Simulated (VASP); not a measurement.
Set up this calculation in VASP 6.6.1, as the native input.

| Property | Result |
| --- | --- |
| Task | single point |
| Functional | PBEsol |
| Potentials or basis | VASP PAW PBE potentials, release 64 (As, B) |
| Cutoff | 520 eV |
| k mesh | 5 × 9 × 1 |
| Occupations | gaussian, width 0.05 eV |
| Spin | no spin polarisation |
| Dipole correction | yes |
| Further INCAR settings | ALGO = Normal; EDIFF = 1e-06; NBANDS = 36; ISYM = 0 |

The structure of BAs lies in POSCAR:

```
BAs
1.0
    6.7427946240      0.0000000000      0.0000000000
   -1.6856986560      2.9197157185      0.0000000000
    0.0000000000      0.0000000000     21.1936523510
As B
6 6
Direct
    0.5000000000      0.0000000000      0.3538795426
    0.0000000000      0.0000000000      0.3538795426
    0.6659690418      0.6658635508      0.4869557644
    0.1659690418      0.6658635508      0.4869557644
    0.8334102577      0.3344459658      0.6225846656
    0.3334102577      0.3344459658      0.6225846656
    0.1666666667      0.6666666667      0.3863507554
    0.6666666667      0.6666666667      0.3863507554
    0.3326145503      0.3325080236      0.5171504176
    0.8326145503      0.3325080236      0.5171504176
    0.5002082594      0.0014817401      0.6412638159
    0.0002082594      0.0014817401      0.6412638159
```

The input as run:

INCAR

```
  PREC = Accurate
  ENCUT = 520
  EDIFF = 1E-6
  ISMEAR = 0
  SIGMA = 0.05
  LREAL = False
  LASPH = True
  NELM = 100
  ALGO = Normal
  ISIF = 2
  LWAVE = False
  LCHARG = False
  LDIPOL = True
  IDIPOL = 3
  DIPOL = 0.5 0.5 0.501
  GGA = PS
  NBANDS = 36
  ISYM = 0
```

KPOINTS

```
regular mesh
0
Gamma
  5 9 1
```

Potentials or basis: VASP PAW PBE potentials, release 64 (As, B).

Run with:

```sh
$ cat potpaw_PBE.64/As/POTCAR potpaw_PBE.64/B/POTCAR > POTCAR
$ mpirun -np 1 vasp_std > vasp.out
```

It gave:

- Largest force: 0.232 eV/Å
- Band gap on the k mesh: zero (band 24 reaches -0.59 eV, above the bottom of band 25 at -0.79 eV)

Caveat: the PAW data sets were made with another functional, which shifts forces and pressure a little.

Wall time 16 min on 1 thread of Intel Xeon 6975P-C (shared host), peak memory 0.65 GiB.
